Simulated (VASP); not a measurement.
Input of a VASP 6.6.1 run:

Contents of INCAR:

```
SYSTEM = Sb2S3
PREC = Accurate ; ENCUT = 600
EDIFF = 1E-7 ; ISMEAR = 0
SIGMA = 0.03 ; LREAL = .False.
LASPH = .True. ; NELM = 80
ALGO = Normal ; ISIF = 3
LWAVE = .False. ; LCHARG = .False.
GGA = PS ; IBRION = 2
NSW = 90 ; EDIFFG = -0.005
KPAR = 4
```

File KPOINTS:

```
regular mesh
0
Gamma
  4 8 4
  0 0 0
```

POSCAR

```
Sb2S3                                   
1.0
   11.2845302299      0.0000000000      0.0000000000
    0.0000000000      3.8296211943      0.0000000000
    0.0000000000     -0.0000000000     10.9181765805
  Sb              S             
     8    12
Direct
     0.4754480274759359    0.2500000000000000    0.3259066344764594
     0.0245519725240640    0.7500000000000000    0.8259066344764595
     0.9754480274759361    0.2500000000000000    0.1740933655235405
     0.5245519725240639    0.7500000000000000    0.6740933655235405
     0.3472530307959913    0.7500000000000000    0.0323188464540695
     0.1527469692040088    0.2500000000000000    0.5323188464540695
     0.8472530307959912    0.7500000000000000    0.4676811535459304
     0.6527469692040088    0.2500000000000000    0.9676811535459305
     0.2902209768917202    0.2500000000000000    0.1914533679309812
     0.2097790231082798    0.7500000000000000    0.6914533679309812
     0.7902209768917203    0.2500000000000000    0.3085466320690188
     0.7097790231082797    0.7500000000000000    0.8085466320690188
     0.5485236457442748    0.7500000000000000    0.1269945426137458
     0.9514763542557252    0.2500000000000000    0.6269945426137457
     0.0485236457442747    0.7500000000000000    0.3730054573862541
     0.4514763542557251    0.2500000000000000    0.8730054573862543
     0.3740520403601438    0.7500000000000000    0.4424432104455342
     0.1259479596398561    0.2500000000000000    0.9424432104455341
     0.8740520403601438    0.7500000000000000    0.0575567895544658
     0.6259479596398562    0.2500000000000000    0.5575567895544659
```

Potentials or basis: VASP PAW PBE potentials, release 64 (Sb, S).

The run is started by

```console
$ cat potpaw_PBE.64/Sb/POTCAR potpaw_PBE.64/S/POTCAR > POTCAR
$ mpirun -np 4 vasp_std > vasp.out
```

**Question.** What does it give for the space group after relaxing (to 0.1 Å)?

**Answer.** Pnma (No. 62).

**Question.** Estimate the relaxed cell.

**Answer.** a = 11.285 Å, b = 3.828 Å, c = 10.916 Å, α = 90.00°, β = 90.00°, γ = 90.00°.

**Question.** Predict the relaxed volume.

**Answer.** 23.58 Å³/atom.

Final structure:
```
CELL_PARAMETERS angstrom
11.28518 0.00000 0.00000
0.00000 3.82837 0.00000
0.00000 0.00000 10.91620
ATOMIC_POSITIONS crystal
Sb 0.47548 0.25000 0.32595
Sb 0.02452 0.75000 0.82595
Sb 0.97548 0.25000 0.17405
Sb 0.52452 0.75000 0.67405
Sb 0.34723 0.75000 0.03229
Sb 0.15277 0.25000 0.53229
Sb 0.84723 0.75000 0.46771
Sb 0.65277 0.25000 0.96771
S 0.29017 0.25000 0.19146
S 0.20983 0.75000 0.69146
S 0.79017 0.25000 0.30854
S 0.70983 0.75000 0.80854
S 0.54855 0.75000 0.12694
S 0.95145 0.25000 0.62694
S 0.04855 0.75000 0.37306
S 0.45145 0.25000 0.87306
S 0.37409 0.75000 0.44243
S 0.12591 0.25000 0.94243
S 0.87409 0.75000 0.05757
S 0.62591 0.25000 0.55757
```

Caveat: the PAW data sets were made with another functional, which shifts forces and pressure a little.
